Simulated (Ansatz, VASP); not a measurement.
## NaH: VASP beside Ansatz

The input POSCAR:

```
NaH
1.0
    0.0000000000      2.3975122800      2.3975122800
    2.3975122800      0.0000000000      2.3975122800
    2.3975122800      2.3975122800      0.0000000000
Na H
1 1
Direct
    0.0000000000      0.0000000000      0.0000000000
    0.5000000000      0.5000000000      0.5000000000
```

INCAR.step1

```
PREC = Accurate ; ENCUT = 520
EDIFF = 1E-5 ; ISMEAR = 0
SIGMA = 0.01 ; LREAL = False
LASPH = True ; NELM = 100
ALGO = Normal ; ISIF = 2
LWAVE = True ; GGA = PE
NBANDS = 11
```

INCAR.step2

```
PREC = Accurate ; ENCUT = 520
EDIFF = 1E-6 ; ISMEAR = 0
SIGMA = 0.01 ; LREAL = False
LASPH = True ; NELM = 100
ALGO = Normal ; ISIF = 2
LWAVE = False ; LCHARG = True
GGA = PE ; LHFCALC = True
AEXX = 0.25 ; PRECFOCK = Normal
LELF = True ; LVHAR = True
ISTART = 1 ; NBANDS = 11
```

File KPOINTS:

```
Automatic mesh
0
Gamma
  6 6 6
```

Input for Ansatz:

```yaml
crystal:
  lattice:
    - [0.0, 2.39751228, 2.39751228]
    - [2.39751228, 0.0, 2.39751228]
    - [2.39751228, 2.39751228, 0.0]
  atoms:
    - { symbol: Na, position: [0.0, 0.0, 0.0] }
    - { symbol: H, position: [0.5, 0.5, 0.5] }
kpoints:
  mp_grid: { grid: [6, 6, 6] }
  band_path:
    path:
      - [0.0, 0.0, 0.0]
      - [0.5, 0.0, 0.5]
      - [0.625, 0.25, 0.625]
      - [0.375, 0.375, 0.75]
      - [0.5, 0.5, 0.5]
      - [0.5, 0.25, 0.75]
      - [0.25, -0.5, -0.25]
      - [0.0, 0.0, 0.5]
    npoints: 1
hamiltonian:
  xc: pbe0
scf:
  occupations: { method: fixed }
  n_extra_bands: 4
output:
  forces: true
  stress: true
  eigenvalues: true
```

Alike in both runs: task single point; functional PBE0; k mesh 6 × 6 × 6; no spin polarisation.

```csv
,VASP,Ansatz
version,VASP 6.6.1,Ansatz 0.2.0
potentials or method,"VASP PAW PBE potentials, release 64 (Na_pv, H)","plane waves, PAW"
plane-wave cutoff (eV),520,420
occupations,"gaussian, width 0.01 eV",fixed
valence electrons in the cell,8,10
```

|  | VASP | Ansatz | Ansatz less VASP |
| --- | --- | --- | --- |
| gap on the k mesh at the Fermi level (eV) | 5.63 | 5.62 | -0.008 |
| pressure (GPa) | 0.2 | 0.2 | +0.01 |

VASP's potentials hold 8 valence electrons a cell and Ansatz's 10, so a difference there can come from the potentials and not from the codes. Ansatz's warnings: stress exchange threshold loose, stress scf threshold loose.
